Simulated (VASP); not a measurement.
# CdTe (Cmcm) in VASP: further runs, part 2 of 3

VASP 6.6.1. Earlier steps stand in the parts before.

### 3 Electric field gradients, PBEsol (28.60 Å³/atom)

This run uses another cell than the first one, of 28.60 Å³/atom.

Input file INCAR:

```
ALGO = Normal
EDIFF = 1E-8
ENCUT = 520
GGA = PS
ISIF = 2
ISMEAR = -1
LASPH = True
LCHARG = False
LEFG = True
LREAL = False
LWAVE = False
NBANDS = 26
NELM = 80
PREC = Accurate
SIGMA = 0.05
```

Input file KPOINTS:

```
k-points
0
Gamma
  9 9 6
```

Input file POSCAR:

```
CdTe
1.0
    3.0550391141     -3.0842590598      0.0000000000
    3.0550391141      3.0842590598      0.0000000000
    0.0000000000      0.0000000000      6.0702817743
Cd Te
2 2
Direct
    0.2770300000      0.7229700000      0.7500000000
    0.7229700000      0.2770300000      0.2500000000
    0.7661370000      0.2338630000      0.7500000000
    0.2338630000      0.7661370000      0.2500000000
```

Potentials or basis: VASP PAW PBE potentials, release 64 (Cd, Te).

Command:

```bash
$ cat potpaw_PBE.64/Cd/POTCAR potpaw_PBE.64/Te/POTCAR > POTCAR
$ mpirun -np 1 vasp_std > vasp.out
```

OUTCAR:

```text
EDIFF = 1E-8
   ENCUT = 520
   GGA = PS
   ISIF = 2
   ISMEAR = -1
   LASPH = True
   LREAL = False
   NELM = 80
   PREC = Accurate

 ion  position               nearest neighbor table
   1  0.277  0.723  0.750-   3 3.02   4 3.05   4 3.05   3 3.06   3 3.06   3 3.15
   2  0.723  0.277  0.250-   4 3.02   3 3.05   3 3.05   4 3.06   4 3.06   4 3.15
   3  0.766  0.234  0.750-   1 3.02   2 3.05   2 3.05   1 3.06   1 3.06   1 3.15
   4  0.234  0.766  0.250-   2 3.02   1 3.05   1 3.05   2 3.06   2 3.06   2 3.15

  LATTYP: Found a base centered orthorhombic cell.
 ALAT       =     6.1100782282
 B/A-ratio  =     1.0095645079
 C/A-ratio  =     0.9934867521

  Lattice vectors:

 A1 = (   3.0550391141,  -3.0842590598,   0.0000000000)
 A2 = (   3.0550391141,   3.0842590598,   0.0000000000)
 A3 = (   0.0000000000,   0.0000000000,   6.0702817743)

Analysis of symmetry for initial positions (statically):
=====================================================================
 Subroutine PRICEL returns:
 Original cell was already a primitive cell.

 Routine SETGRP: Setting up the symmetry group for a
 base centered orthorhombic supercell.
[... 899 lines left out ...]
      3.05504     -1.37539      1.51757         0.000000     -0.041395      0.000000
      3.05504     -1.64167      4.55271         0.000000      0.042868     -0.000000
      3.05504      1.64167      1.51757         0.000000     -0.042868      0.000000
 -----------------------------------------------------------------------------------
    total drift:                                0.000000      0.000000      0.000000

  FREE ENERGIE OF THE ION-ELECTRON SYSTEM (eV)
  ---------------------------------------------------
  free  energy   TOTEN  =       -10.4309345895 eV

  energy  without entropy=      -10.4136053094  energy(sigma->0) =      -10.42226995

 Electric field gradients (V/A^2)
---------------------------------------------------------------------
 ion       V_xx      V_yy      V_zz      V_xy      V_xz      V_yz
---------------------------------------------------------------------
   1      -0.319     5.144    -4.825     0.000    -0.000    -0.000
   2      -0.319     5.144    -4.825     0.000    -0.000     0.000
   3       7.817    -8.034     0.216     0.000     0.000     0.000
   4       7.817    -8.034     0.216    -0.000     0.000    -0.000
---------------------------------------------------------------------

 Electric field gradients after diagonalization (V/A^2)
 (convention: |V_zz| > |V_xx| > |V_yy|)
----------------------------------------------------------------------
 ion       V_xx      V_yy      V_zz     asymmetry (V_yy - V_xx)/ V_zz
----------------------------------------------------------------------
   1      -4.825    -0.319     5.144       0.876
   2      -4.825    -0.319     5.144       0.876
   3       7.817     0.216    -8.034       0.946
   4       7.817     0.216    -8.034       0.946
----------------------------------------------------------------------

           NMR quadrupolar parameters

 Cq : quadrupolar parameter    Cq=e*Q*V_zz/h
 eta: asymmetry parameters     (V_yy - V_xx)/ V_zz
 Q  : nuclear electric quadrupole moment in mb (millibarn)
----------------------------------------------------------------------
 ion       Cq(MHz)       eta       Q (mb)
----------------------------------------------------------------------
   1       0.012       0.876       1.000
   2       0.012       0.876       1.000
   3      -0.019       0.946       1.000
   4      -0.019       0.946       1.000
----------------------------------------------------------------------
```

OSZICAR:

```text
N       E                     dE             d eps       ncg     rms          rms(c)
DAV:   1     0.221246161079E+03    0.22125E+03   -0.16437E+04  5200   0.123E+03
DAV:   2    -0.439483673652E+00   -0.22169E+03   -0.21430E+03  5618   0.296E+02
DAV:   3    -0.108647464030E+02   -0.10425E+02   -0.10328E+02  6238   0.646E+01
DAV:   4    -0.109806902551E+02   -0.11594E+00   -0.11586E+00  6368   0.576E+00
DAV:   5    -0.109822900100E+02   -0.15998E-02   -0.15997E-02  6006   0.638E-01    0.756E+00
DAV:   6    -0.104567530164E+02    0.52554E+00   -0.11253E+00  5470   0.101E+01    0.632E+00
DAV:   7    -0.104342784884E+02    0.22475E-01   -0.23871E-01  5754   0.253E+00    0.249E+00
DAV:   8    -0.104313823717E+02    0.28961E-02   -0.17813E-02  5486   0.132E+00    0.607E-01
DAV:   9    -0.104309426870E+02    0.43968E-03   -0.23146E-03  6008   0.408E-01    0.905E-02
DAV:  10    -0.104309262254E+02    0.16462E-04   -0.20170E-04  5510   0.136E-01    0.430E-02
DAV:  11    -0.104309426566E+02   -0.16431E-04   -0.84440E-05  5584   0.599E-02    0.444E-02
DAV:  12    -0.104309351248E+02    0.75318E-05   -0.18513E-05  5356   0.343E-02    0.237E-02
DAV:  13    -0.104309353838E+02   -0.25893E-06   -0.19937E-06  5768   0.690E-03    0.234E-02
DAV:  14    -0.104309342913E+02    0.10925E-05   -0.12478E-06  5584   0.508E-03    0.126E-02
DAV:  15    -0.104309344418E+02   -0.15052E-06   -0.97325E-08  5642   0.172E-03    0.104E-02
DAV:  16    -0.104309344839E+02   -0.42069E-07   -0.18543E-08  4396   0.831E-04    0.617E-03
DAV:  17    -0.104309345973E+02   -0.11342E-06   -0.97034E-08  5376   0.170E-03    0.108E-03
DAV:  18    -0.104309345895E+02    0.77830E-08   -0.74755E-09  2902   0.537E-04
   1 F= -.10430935E+02 E0= -.10422270E+02  d E =-.173293E-01
```

stdout:

```text
POSCAR found type information on POSCAR CdTe
 POSCAR found :  2 types and       4 ions
 scaLAPACK will be used
 -----------------------------------------------------------------------------
|                                                                             |
|                                                                             |
|     You enforced a specific xc type in the INCAR file but a different       |
|     I HOPE YOU KNOW WHAT YOU ARE DOING!                                     |
|                                                                             |
 -----------------------------------------------------------------------------

 LDA part: xc-table for (Slater+PW92), standard interpolation
 POSCAR, INCAR and KPOINTS ok, starting setup
 FFT: planning ... GRIDC
 FFT: planning ... GRID_SOFT
 FFT: planning ... GRID
 WAVECAR not read
 entering main loop
ion   1

ion   2

ion   3

ion   4
```

Wall time 3.8 min (1 thread of Intel Xeon 8259CL, shared host); peak memory 0.4 GiB.

Results:

```
Free energy                             : -10.4309 eV
Pressure                                : -2.6 GPa
Largest force                           : 0.043 eV/Å
Band gap on the k mesh                  : zero (bands 18 and 19 overlap by 1.24 eV)
Largest electric field gradient by atom : Cd +5.1; Te -8.0 V/Å²
```

Forces in eV/Å, atoms in the order of the input:
```
Cd   0.000  0.041  0.000
Cd   0.000 -0.041  0.000
Te   0.000  0.043  0.000
Te   0.000 -0.043  0.000
```

Levels at points of the mesh, in eV from the Fermi level:
```tsv
k point	band 16	band 17	band 18	band 19	band 20	band 21
(0.00, 0.00, 0.00)	-1.33	-0.45	-0.41	-0.35	0.25	4.19
(0.00, 0.00, 0.50)	-1.31	-1.26	-1.26	1.60	1.60	5.00
```

Electric field gradients, principal values (V/Å²):
| atom | least | middle | greatest (by size) |
| --- | --- | --- | --- |
| 1 Cd | -0.319 | -4.825 | 5.144 |
| 2 Cd | -0.319 | -4.825 | 5.144 |
| 3 Te | 0.216 | 7.817 | -8.034 |
| 4 Te | 0.216 | 7.817 | -8.034 |

Caveat: without QUAD_EFG the Cq values of the log hold for a quadrupole moment of 1 mb, not for the nuclei; the PAW data sets were made with another functional, which shifts forces and pressure a little; spin-orbit coupling is left out, which moves the levels of the heavy elements.

### 4 Electric field gradients, PBEsol (28.60 Å³/atom)

This run uses another cell than the first one, of 28.60 Å³/atom.

Input file INCAR:

```
SYSTEM = CdTe
ALGO = Normal
EDIFF = 1E-8
ENCUT = 520
GGA = PS
ISIF = 2
ISMEAR = -1
LASPH = .True.
LCHARG = .False.
LEFG = .True.
LREAL = .False.
LWAVE = .False.
NBANDS = 26
NELM = 100
PREC = Accurate
SIGMA = 0.05
```

Input file KPOINTS:

```
k-points
0
Gamma
  9 9 6
  0 0 0
```

POSCAR is that of step 3.

Potentials or basis: VASP PAW PBE potentials, release 64 (Cd, Te).

Command:

```bash
$ cat potpaw_PBE.64/Cd/POTCAR potpaw_PBE.64/Te/POTCAR > POTCAR
$ mpirun -np 1 vasp_std > vasp.out
```

OUTCAR:

```text
SYSTEM = CdTe
   EDIFF = 1E-8
   ENCUT = 520
   GGA = PS
   ISIF = 2
   ISMEAR = -1
   LASPH = .True.
   LREAL = .False.
   NELM = 100
   PREC = Accurate

 ion  position               nearest neighbor table
   1  0.277  0.723  0.750-   3 3.02   4 3.05   4 3.05   3 3.06   3 3.06   3 3.15
   2  0.723  0.277  0.250-   4 3.02   3 3.05   3 3.05   4 3.06   4 3.06   4 3.15
   3  0.766  0.234  0.750-   1 3.02   2 3.05   2 3.05   1 3.06   1 3.06   1 3.15
   4  0.234  0.766  0.250-   2 3.02   1 3.05   1 3.05   2 3.06   2 3.06   2 3.15

  LATTYP: Found a base centered orthorhombic cell.
 ALAT       =     6.1100782282
 B/A-ratio  =     1.0095645079
 C/A-ratio  =     0.9934867521

  Lattice vectors:

 A1 = (   3.0550391141,  -3.0842590598,   0.0000000000)
 A2 = (   3.0550391141,   3.0842590598,   0.0000000000)
 A3 = (   0.0000000000,   0.0000000000,   6.0702817743)

Analysis of symmetry for initial positions (statically):
=====================================================================
 Subroutine PRICEL returns:
 Original cell was already a primitive cell.
[... 901 lines left out ...]
      3.05504      1.37539      4.55271         0.000000      0.041395      0.000000
      3.05504     -1.37539      1.51757         0.000000     -0.041395      0.000000
      3.05504     -1.64167      4.55271         0.000000      0.042868     -0.000000
      3.05504      1.64167      1.51757         0.000000     -0.042868      0.000000
 -----------------------------------------------------------------------------------
    total drift:                                0.000000      0.000000      0.000000

  FREE ENERGIE OF THE ION-ELECTRON SYSTEM (eV)
  ---------------------------------------------------
  free  energy   TOTEN  =       -10.4309345895 eV

  energy  without entropy=      -10.4136053094  energy(sigma->0) =      -10.42226995

 Electric field gradients (V/A^2)
---------------------------------------------------------------------
 ion       V_xx      V_yy      V_zz      V_xy      V_xz      V_yz
---------------------------------------------------------------------
   1      -0.319     5.144    -4.825     0.000    -0.000    -0.000
   2      -0.319     5.144    -4.825     0.000    -0.000     0.000
   3       7.817    -8.034     0.216     0.000     0.000     0.000
   4       7.817    -8.034     0.216    -0.000     0.000    -0.000
---------------------------------------------------------------------

 Electric field gradients after diagonalization (V/A^2)
 (convention: |V_zz| > |V_xx| > |V_yy|)
----------------------------------------------------------------------
 ion       V_xx      V_yy      V_zz     asymmetry (V_yy - V_xx)/ V_zz
----------------------------------------------------------------------
   1      -4.825    -0.319     5.144       0.876
   2      -4.825    -0.319     5.144       0.876
   3       7.817     0.216    -8.034       0.946
   4       7.817     0.216    -8.034       0.946
----------------------------------------------------------------------

           NMR quadrupolar parameters

 Cq : quadrupolar parameter    Cq=e*Q*V_zz/h
 eta: asymmetry parameters     (V_yy - V_xx)/ V_zz
 Q  : nuclear electric quadrupole moment in mb (millibarn)
----------------------------------------------------------------------
 ion       Cq(MHz)       eta       Q (mb)
----------------------------------------------------------------------
   1       0.012       0.876       1.000
   2       0.012       0.876       1.000
   3      -0.019       0.946       1.000
   4      -0.019       0.946       1.000
----------------------------------------------------------------------
```

OSZICAR:

```text
N       E                     dE             d eps       ncg     rms          rms(c)
DAV:   1     0.221246161079E+03    0.22125E+03   -0.16437E+04  5200   0.123E+03
DAV:   2    -0.439483673652E+00   -0.22169E+03   -0.21430E+03  5618   0.296E+02
DAV:   3    -0.108647464030E+02   -0.10425E+02   -0.10328E+02  6238   0.646E+01
DAV:   4    -0.109806902551E+02   -0.11594E+00   -0.11586E+00  6368   0.576E+00
DAV:   5    -0.109822900100E+02   -0.15998E-02   -0.15997E-02  6006   0.638E-01    0.756E+00
DAV:   6    -0.104567530164E+02    0.52554E+00   -0.11253E+00  5470   0.101E+01    0.632E+00
DAV:   7    -0.104342784884E+02    0.22475E-01   -0.23871E-01  5754   0.253E+00    0.249E+00
DAV:   8    -0.104313823717E+02    0.28961E-02   -0.17813E-02  5486   0.132E+00    0.607E-01
DAV:   9    -0.104309426870E+02    0.43968E-03   -0.23146E-03  6008   0.408E-01    0.905E-02
DAV:  10    -0.104309262254E+02    0.16462E-04   -0.20170E-04  5510   0.136E-01    0.430E-02
DAV:  11    -0.104309426566E+02   -0.16431E-04   -0.84440E-05  5584   0.599E-02    0.444E-02
DAV:  12    -0.104309351248E+02    0.75318E-05   -0.18513E-05  5356   0.343E-02    0.237E-02
DAV:  13    -0.104309353838E+02   -0.25893E-06   -0.19937E-06  5768   0.690E-03    0.234E-02
DAV:  14    -0.104309342913E+02    0.10925E-05   -0.12478E-06  5584   0.508E-03    0.126E-02
DAV:  15    -0.104309344418E+02   -0.15052E-06   -0.97325E-08  5642   0.172E-03    0.104E-02
DAV:  16    -0.104309344839E+02   -0.42069E-07   -0.18543E-08  4396   0.831E-04    0.617E-03
DAV:  17    -0.104309345973E+02   -0.11342E-06   -0.97034E-08  5376   0.170E-03    0.108E-03
DAV:  18    -0.104309345895E+02    0.77830E-08   -0.74755E-09  2902   0.537E-04
   1 F= -.10430935E+02 E0= -.10422270E+02  d E =-.173293E-01
```

stdout:

```text
POSCAR found type information on POSCAR CdTe
 POSCAR found :  2 types and       4 ions
 scaLAPACK will be used
 -----------------------------------------------------------------------------
|                                                                             |
|                                                                             |
|     You enforced a specific xc type in the INCAR file but a different       |
|     I HOPE YOU KNOW WHAT YOU ARE DOING!                                     |
|                                                                             |
 -----------------------------------------------------------------------------

 LDA part: xc-table for (Slater+PW92), standard interpolation
 POSCAR, INCAR and KPOINTS ok, starting setup
 FFT: planning ... GRIDC
 FFT: planning ... GRID_SOFT
 FFT: planning ... GRID
 WAVECAR not read
 entering main loop
ion   1

ion   2

ion   3

ion   4
```

Wall time 3.9 min (1 thread of Intel Xeon 8259CL, shared host); peak memory 0.4 GiB.

Results:

- Free energy: -10.4309 eV
- Pressure: -2.6 GPa
- Largest force: 0.043 eV/Å
- Band gap on the k mesh: zero (bands 18 and 19 overlap by 1.24 eV)
- Largest electric field gradient by atom: Cd +5.1; Te -8.0 V/Å²

Forces in eV/Å, atoms in the order of the input:
```
Cd   0.000  0.041  0.000
Cd   0.000 -0.041  0.000
Te   0.000  0.043  0.000
Te   0.000 -0.043  0.000
```

Stress tensor (GPa, compression positive):
```
-2.74  0.00  0.00
 0.00 -2.78  0.00
 0.00  0.00 -2.36
```

Electric field gradients, principal values (V/Å²):
```
atom   least  middle  greatest (by size)
1 Cd  -0.319  -4.825               5.144
2 Cd  -0.319  -4.825               5.144
3 Te   0.216   7.817              -8.034
4 Te   0.216   7.817              -8.034
```

Caveat: without QUAD_EFG the Cq values of the log hold for a quadrupole moment of 1 mb, not for the nuclei; the PAW data sets were made with another functional, which shifts forces and pressure a little; spin-orbit coupling is left out, which moves the levels of the heavy elements.

(Continued in part 3 of 3.)
